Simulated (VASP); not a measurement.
# SrTiO3 (P4/mmm) in VASP: further runs

SrTiO3 is run at these levels: r2SCAN+U; tasks: single point.

Everything below comes from runs of VASP 6.6.1. Logs are shortened: lines on timing, memory, paths and dates and some standing lists are left out, and cuts for length are marked.

## 1. The cell of the first run

Symmetry: P4/mmm, No. 123, tetragonal system. Conventional cell: a = 3.859 Å, b = 3.859 Å, c = 3.956 Å, α = 90.00°, β = 90.00°, γ = 90.00°. Sr (site symmetry 4/mmm) has 12 O at 2.73 to 2.76 Å and 8 Ti at 3.37 Å within 3.6 Å. Ti (site symmetry 4/mmm) has 6 O at 1.93 to 1.98 Å within 2.6 Å. O (site symmetry mmm) has 2 Ti at 1.93 Å within 2.6 Å. O (site symmetry 4/mmm) has 2 Ti at 1.98 Å within 2.6 Å.

## 2. Single point, r2SCAN+U (biaxial strain in the a-b plane: -1.5 %, then relaxed in part)

The input, POSCAR:

```
SrTiO3
1.0
    3.8589455789      0.0000000000      0.0000000000
    0.0000000000      3.8589455789      0.0000000000
    0.0000000000      0.0000000000      3.9561050780
Sr Ti O
1 1 3
Direct
    0.0000000000      0.0000000000      0.0000000000
    0.5000000000      0.5000000000      0.5000000000
    0.5000000000      0.0000000000      0.5000000000
    0.5000000000      0.5000000000      0.0000000000
    0.0000000000      0.5000000000      0.5000000000
```

The input, INCAR.step1:

```
SYSTEM = SrTiO3
PREC     = Accurate       ! precision mode
ENCUT    = 520            ! plane-wave cutoff, eV
ISMEAR   = 0              ! smearing method
SIGMA    = 0.02           ! smearing width, eV
LREAL    = .FALSE.        ! projectors in reciprocal space
LASPH    = .TRUE.         ! aspherical terms in the spheres
NELM     = 150            ! most SCF steps
LMAXMIX  = 4              ! l up to which the mixer works
LDAU     = .TRUE.         ! DFT+U
LDAUTYPE = 2            
LDAUL    = -1 2 -1        ! shell
LDAUU    = 0 4 0          ! U, eV
LDAUJ    = 0 0 0        
NBANDS   = 28             ! bands
GGA      = PE             ! functional
ALGO     = Normal         ! electronic algorithm
EDIFF    = 1E-4           ! SCF threshold, eV
LWAVE    = .TRUE.         ! write WAVECAR
LCHARG   = .FALSE.        ! write CHGCAR
```

The input, INCAR.step2:

```
SYSTEM = SrTiO3
PREC     = Accurate       ! precision mode
ENCUT    = 520            ! plane-wave cutoff, eV
EDIFF    = 1E-6           ! SCF threshold, eV
ISMEAR   = 0              ! smearing method
SIGMA    = 0.02           ! smearing width, eV
LREAL    = .FALSE.        ! projectors in reciprocal space
LASPH    = .TRUE.         ! aspherical terms in the spheres
NELM     = 150            ! most SCF steps
ALGO     = Normal         ! electronic algorithm
ISIF     = 2              ! what is computed and relaxed
LWAVE    = .FALSE.        ! write WAVECAR
LCHARG   = .TRUE.         ! write CHGCAR
LMAXMIX  = 4              ! l up to which the mixer works
LDAU     = .TRUE.         ! DFT+U
LDAUTYPE = 2            
LDAUL    = -1 2 -1        ! shell
LDAUU    = 0 4 0          ! U, eV
LDAUJ    = 0 0 0        
LDAUPRINT= 1            
METAGGA  = R2SCAN         ! meta-GGA
LMIXTAU  = .TRUE.       
LELF     = .TRUE.         ! ELF
LVHAR    = .TRUE.       
NBANDS   = 28             ! bands
ISTART   = 1
```

The input, KPOINTS:

```
regular mesh
0
G
  6 6 6
  0 0 0
```

Potentials or basis: VASP PAW PBE potentials, release 64 (Sr_sv, Ti_sv, O).

Command:

```console
cat potpaw_PBE.64/Sr_sv/POTCAR potpaw_PBE.64/Ti_sv/POTCAR potpaw_PBE.64/O/POTCAR > POTCAR
cp INCAR.step1 INCAR
mpirun -np 1 vasp_std > vasp.out
cp INCAR.step2 INCAR
mpirun -np 1 vasp_std > vasp.out
```

OUTCAR:

```text
SYSTEM = SrTiO3
   PREC = Accurate
   ENCUT = 520
   EDIFF = 1E-6
   ISMEAR = 0
   LREAL = .FALSE.
   LASPH = .TRUE.
   NELM = 150
   ISIF = 2
   METAGGA = R2SCAN
   ISTART = 1

 ion  position               nearest neighbor table
   1  0.000  0.000  0.000-   4 2.73   4 2.73   4 2.73   4 2.73   5 2.76   3 2.76   5 2.76   5 2.76
                             3 2.76   5 2.76   3 2.76   3 2.76   2 3.37   2 3.37   2 3.37   2 3.37
   2  0.500  0.500  0.500-   3 1.93   5 1.93   3 1.93   5 1.93   4 1.98   4 1.98   1 3.37   1 3.37
                             1 3.37   1 3.37   1 3.37   1 3.37   1 3.37   1 3.37
   3  0.500  0.000  0.500-   2 1.93   2 1.93   1 2.76   1 2.76   1 2.76   1 2.76
   4  0.500  0.500  0.000-   2 1.98   2 1.98   1 2.73   1 2.73   1 2.73   1 2.73
   5  0.000  0.500  0.500-   2 1.93   2 1.93   1 2.76   1 2.76   1 2.76   1 2.76

  LATTYP: Found a simple tetragonal cell.
 ALAT       =     3.8589455789
 C/A-ratio  =     1.0251777324

  Lattice vectors:

 A1 = (   3.8589455789,   0.0000000000,   0.0000000000)
 A2 = (   0.0000000000,   3.8589455789,   0.0000000000)
 A3 = (   0.0000000000,   0.0000000000,   3.9561050780)

Analysis of symmetry for initial positions (statically):
=====================================================================
 Subroutine PRICEL returns:
 Original cell was already a primitive cell.

 Routine SETGRP: Setting up the symmetry group for a
 simple tetragonal supercell.

 Subroutine GETGRP returns: Found 16 space group operations
 (whereof 16 operations were pure point group operations)
 out of a pool of 16 trial point group operations.

The static configuration has the point symmetry D_4h.

Analysis of symmetry for dynamics (positions and initial velocities):
=====================================================================
 Subroutine PRICEL returns:
 Original cell was already a primitive cell.

 Routine SETGRP: Setting up the symmetry group for a
 simple tetragonal supercell.

 Subroutine GETGRP returns: Found 16 space group operations
 (whereof 16 operations were pure point group operations)
 out of a pool of 16 trial point group operations.

The dynamic configuration has the point symmetry D_4h.

 Subroutine INISYM returns: Found 16 space group operations
 (whereof 16 operations are pure point group operations),
 and found     1 'primitive' translations

----------------------------------------------------------------------------------------

                                     Primitive cell

  volume of cell :      58.9122

  direct lattice vectors                    reciprocal lattice vectors
     3.858945579  0.000000000  0.000000000     0.259138145  0.000000000  0.000000000
     0.000000000  3.858945579  0.000000000     0.000000000  0.259138145  0.000000000
     0.000000000  0.000000000  3.956105078     0.000000000  0.000000000  0.252773872

  length of vectors
     3.858945579  3.858945579  3.956105078     0.259138145  0.259138145  0.252773872

  position of ions in fractional coordinates (direct lattice)
     0.000000000  0.000000000  0.000000000
     0.500000000  0.500000000  0.500000000
     0.500000000  0.000000000  0.500000000
     0.500000000  0.500000000  0.000000000
     0.000000000  0.500000000  0.500000000

  ion indices of the primitive-cell ions
   primitive index   ion index
                 1           1
                 2           2
                 3           3
                 4           4
                 5           5

----------------------------------------------------------------------------------------

 KPOINTS: regular mesh

Automatic generation of k-mesh.
 Grid dimensions read from file:
 generate k-points for:    6    6    6

 Generating k-lattice:

  Cartesian coordinates                     Fractional coordinates (reciprocal lattice)
     0.043189691  0.000000000  0.000000000     0.166666667  0.000000000  0.000000000
     0.000000000  0.043189691  0.000000000     0.000000000  0.166666667  0.000000000
     0.000000000  0.000000000  0.042128979     0.000000000  0.000000000  0.166666667

  Length of vectors
[... 41 lines left out ...]
   dimension x,y,z NGXF=    60 NGYF=   60 NGZF=   60
   ions per type =               1   1   3
   NGX,Y,Z   is equivalent  to a cutoff of  12.92, 12.92, 12.61 a.u.
   NGXF,Y,Z  is equivalent  to a cutoff of  25.85, 25.85, 25.21 a.u.
 SYSTEM =  SrTiO3
   PREC   = accura    normal or accurate (medium, high low for compatibility)
   ISTART =      1    job   : 0-new  1-cont  2-samecut
   ICHARG =      0    charge: 1-file 2-atom 10-const
   ISPIN  =      1    spin polarized calculation?
   LNONCOLLINEAR =      F non collinear calculations
   LSORBIT =      F    spin-orbit coupling
   LASPH  =      T    aspherical Exc in radial PAW
   ENCUT  =  520.0 eV  38.22 Ry    6.18 a.u.   7.18  7.18  7.36*2*pi/ulx,y,z
   NELM   =    150;   NELMIN=  2; NELMDL=  0     # of ELM steps
   EDIFF  = 0.1E-05   stopping-criterion for ELM
   LREAL  =      F    real-space projection
   EDIFFG = 0.1E-04   stopping-criterion for IOM
   NSW    =      0    number of steps for IOM
   IBRION =     -1    ionic relax: 0-MD 1-quasi-New 2-CG
   NFREE  =      0    steps in history (QN), initial steepest desc. (CG)
   ISIF   =      2    stress and relaxation
   ISYM   =      2    0-nonsym 1-usesym 2-fastsym
   POTIM  = 0.5000    time-step for ionic-motion
   TEBEG  =    0.0;   TEEND  =   0.0 temperature during run
   PSTRESS=    0.0 pullay stress
   NELECT =      40.0000    total number of electrons
   NUPDOWN=      -1.0000    fix difference up-down
   EMIN   =  10.00;   EMAX   =-10.00  energy-range for DOS
   EFERMI =   0.00;   METHOD = LEGACY
   ISMEAR =     0;   SIGMA  =   0.02  broadening in eV -4-tet -1-fermi 0-gaus
   EFERMI_NEDOS =   21; number of points for ismear=-14 and -15
   IALGO  =     38    algorithm
   IMIX   =      4    mixing-type and parameters
     AMIX     =   0.40;   BMIX     =  1.00
     AMIX_MAG =   1.60;   BMIX_MAG =  1.00
  volume/ion in A,a.u.               =      11.78        79.51
  Fermi-wavevector in a.u.,A,eV,Ry     =   1.438886  2.719101 28.169414  2.070394
  Thomas-Fermi vector in A             =   2.557803
   LORBIT       =      0    0 simple, 1 ext, 2 COOP (PROOUT), +10 PAW based schemes
 LDA+U is selected, type is set to LDAUTYPE =  2
   angular momentum for each species LDAUL =    -1    2   -1
   U (eV)           for each species LDAUU =   0.0  4.0  0.0
   J (eV)           for each species LDAUJ =   0.0  0.0  0.0
   METAGGA = R2SCAN    functional components
   LHFCALC =     F    Hartree Fock is set to
   AEXX    =    0.0000 exact exchange contribution
   IVDW    =     0    specifies the selected vdW correction
   LEPSILON=     F    determine dielectric tensor
   LRPA    =     F    only Hartree local field effects (RPA)
 non-spin polarized calculation
 Gauss-broadening in eV      SIGMA  =   0.02
  energy-cutoff  :      520.00
  volume of cell :       58.91
 maximum number of plane-waves:      1608
 NGX is ok and might be reduce to    30
   NGX = 15   NGY = 15   NGZ = 15

atom =   2  type =  2  l = 2

 onsite density matrix

spin component  1

  0.0996 -0.0000  0.0000 -0.0000  0.0000
 -0.0000  0.0942 -0.0000  0.0000 -0.0000
  0.0000 -0.0000  0.2455  0.0000  0.0000
 -0.0000  0.0000  0.0000  0.0942 -0.0000
  0.0000 -0.0000  0.0000 -0.0000  0.2628

spin component  2

  0.0996 -0.0000  0.0000 -0.0000  0.0000
 -0.0000  0.0942 -0.0000  0.0000 -0.0000
  0.0000 -0.0000  0.2455  0.0000  0.0000
 -0.0000  0.0000  0.0000  0.0942 -0.0000
  0.0000 -0.0000  0.0000 -0.0000  0.2628

 occupancies and eigenvectors

  o =  0.0942  v =  0.0000  0.8532 -0.0000  0.5215 -0.0000  0.0000  0.0000  0.0000  0.0000  0.0000      0.0000  0.0000  0.0000  0.0000  0.0000  0.0000  0.0000  0.0000  0.0000  0.0000
  o =  0.0942  v =  0.0000  0.0000  0.0000  0.0000  0.0000  0.0000  0.8532 -0.0000  0.5215 -0.0000      0.0000  0.0000  0.0000  0.0000  0.0000  0.0000  0.0000  0.0000  0.0000  0.0000
  o =  0.0942  v =  0.0000  0.5215 -0.0000 -0.8532  0.0000  0.0000  0.0000  0.0000  0.0000  0.0000      0.0000  0.0000  0.0000  0.0000  0.0000  0.0000  0.0000  0.0000  0.0000  0.0000
  o =  0.0942  v =  0.0000  0.0000  0.0000  0.0000  0.0000  0.0000  0.5215 -0.0000 -0.8532  0.0000      0.0000  0.0000  0.0000  0.0000  0.0000  0.0000  0.0000  0.0000  0.0000  0.0000
  o =  0.0996  v =  1.0000  0.0000  0.0000  0.0000  0.0000  0.0000  0.0000  0.0000  0.0000  0.0000      0.0000  0.0000  0.0000  0.0000  0.0000  0.0000  0.0000  0.0000  0.0000  0.0000
  o =  0.0996  v =  0.0000  0.0000  0.0000  0.0000  0.0000  1.0000  0.0000  0.0000  0.0000  0.0000      0.0000  0.0000  0.0000  0.0000  0.0000  0.0000  0.0000  0.0000  0.0000  0.0000
  o =  0.2455  v =  0.0000  0.0000  0.0000  0.0000  0.0000  0.0000  0.0000  1.0000 -0.0000 -0.0000      0.0000  0.0000  0.0000  0.0000  0.0000  0.0000  0.0000  0.0000  0.0000  0.0000
  o =  0.2455  v =  0.0000  0.0000  1.0000 -0.0000 -0.0000  0.0000  0.0000  0.0000  0.0000  0.0000      0.0000  0.0000  0.0000  0.0000  0.0000  0.0000  0.0000  0.0000  0.0000  0.0000
  o =  0.2628  v =  0.0000  0.0000  0.0000  0.0000  0.0000  0.0000 -0.0000 -0.0000 -0.0000 -1.0000      0.0000  0.0000  0.0000  0.0000  0.0000  0.0000  0.0000  0.0000  0.0000  0.0000
  o =  0.2628  v =  0.0000 -0.0000 -0.0000 -0.0000 -1.0000  0.0000  0.0000  0.0000  0.0000  0.0000      0.0000  0.0000  0.0000  0.0000  0.0000  0.0000  0.0000  0.0000  0.0000  0.0000

 number of electron      40.0000010 magnetization

 Free energy of the ion-electron system (eV)
  ---------------------------------------------------
  ext. energy  EPLUGINS =         0.00000000
  ---------------------------------------------------
  free energy    TOTEN  =       -60.63729255 eV

  energy without entropy =      -60.63729255  energy(sigma->0) =      -60.63729255

 E-fermi :   4.3258     XC(G=0): -12.0011

 val. band max:        4.1070023756   @ k =   0.5000   0.5000   0.5000
 cond. band min:       6.9465908931   @ k =   0.0000   0.0000   0.0000
 fundamental gap:      2.8395885175
 Fermi energy:         4.3257716627

 k-point     1 :       0.0000    0.0000    0.0000
  band No.  band energies     occupation
      1     -55.5386      2.00000
      2     -30.6998      2.00000
      3     -30.6998      2.00000
      4     -30.6824      2.00000
      5     -29.7672      2.00000
      6     -14.4627      2.00000
[... 733 lines left out ...]
     27      12.9204      0.00000
     28      13.9018      0.00000

 [... further k-points ...]

------------------------ aborting loop because EDIFF is reached ----------------------------------------

  FORCE on cell =-STRESS in cart. coord.  units (eV):
  Direction    XX          YY          ZZ          XY          YZ          ZX
  --------------------------------------------------------------------------------------
  -------------------------------------------------------------------------------------
  Total        3.6523259      3.6523259      1.0588503      0.0000000      0.0000000      0.0000000
  in kB       99.3287516     99.3287516     28.7965201      0.0000000      0.0000000      0.0000000
  external PRESSURE =      75.8180078 kB  Pullay stress =       0.0000000 kB

 VOLUME and BASIS-vectors are now :
 -----------------------------------------------------------------------------
  energy-cutoff  :      520.00
  volume of cell :       58.91
      direct lattice vectors                 reciprocal lattice vectors
     3.858945579  0.000000000  0.000000000     0.259138145  0.000000000  0.000000000
     0.000000000  3.858945579  0.000000000     0.000000000  0.259138145  0.000000000
     0.000000000  0.000000000  3.956105078     0.000000000  0.000000000  0.252773872

 POSITION                                       TOTAL-FORCE (eV/Angst)
 -----------------------------------------------------------------------------------
      0.00000      0.00000      0.00000         0.000000      0.000000      0.000000
      1.92947      1.92947      1.97805         0.000000      0.000000      0.000000
      1.92947      0.00000      1.97805         0.000000      0.000000      0.000000
      1.92947      1.92947      0.00000         0.000000      0.000000      0.000000
      0.00000      1.92947      1.97805         0.000000      0.000000      0.000000
 -----------------------------------------------------------------------------------
    total drift:                                0.000000      0.000000     -0.000000

  FREE ENERGIE OF THE ION-ELECTRON SYSTEM (eV)
  ---------------------------------------------------
  free  energy   TOTEN  =       -60.6372925518 eV

  energy  without entropy=      -60.6372925518  energy(sigma->0) =      -60.63729255
```

Run time: 3.7 min. Hardware: 1 thread of Intel Xeon Platinum 8259CL at 2.50GHz (Skylake/Cascade Lake), shared host; peak memory 0.22 GiB.

What came out:

| Property | Result |
| --- | --- |
| Free energy | -60.6373 eV |
| Pressure | 7.6 GPa |
| Band gap on the k mesh | 2.84 eV (least direct gap 3.31 eV) |

Stress tensor (GPa, compression positive):
```
9.93 0.00 0.00
0.00 9.93 0.00
0.00 0.00 2.88
```

Levels at points of the mesh, in eV from the valence-band top:
| k point | band 17 | band 18 | band 19 | band 20 | band 21 | band 22 | band 23 | band 24 |
| --- | --- | --- | --- | --- | --- | --- | --- | --- |
| (0.00, 0.00, 0.00) | -1.25 | -0.49 | -0.47 | -0.47 | 2.84 | 2.84 | 2.88 | 4.62 |
| (0.50, 0.00, 0.00) | -2.39 | -2.10 | -0.90 | -0.88 | 3.06 | 4.68 | 4.83 | 4.83 |
| (0.50, 0.50, 0.00) | -1.98 | -1.58 | -1.58 | -0.08 | 4.85 | 4.85 | 5.37 | 5.57 |
| (0.00, 0.00, 0.50) | -2.16 | -2.09 | -0.86 | -0.86 | 3.06 | 4.60 | 4.60 | 4.79 |
| (0.50, 0.00, 0.50) | -1.97 | -1.73 | -1.73 | -0.17 | 4.62 | 4.84 | 5.24 | 5.79 |
| (0.50, 0.50, 0.50) | -3.71 | -0.06 | -0.06 | 0.00 | 5.47 | 5.47 | 5.58 | 7.53 |

Eigenvalues of the final occupation matrices:
| site | spin | trace | eigenvalues |
| --- | --- | --- | --- |
| site 2 d | 1 | 0.80 | 0.09 0.09 0.10 0.25 0.26 |
| site 2 d | 2 | 0.80 | 0.09 0.09 0.10 0.25 0.26 |

Caveat: the cell differs from its parent crystal (biaxial strain in the a-b plane: -1.5 %, then relaxed in part); the stress differs along the axes, from 3 to 10 GPa; the PAW data sets were made with another functional, which shifts forces and pressure a little.

(Continued in part 2 of 3.)
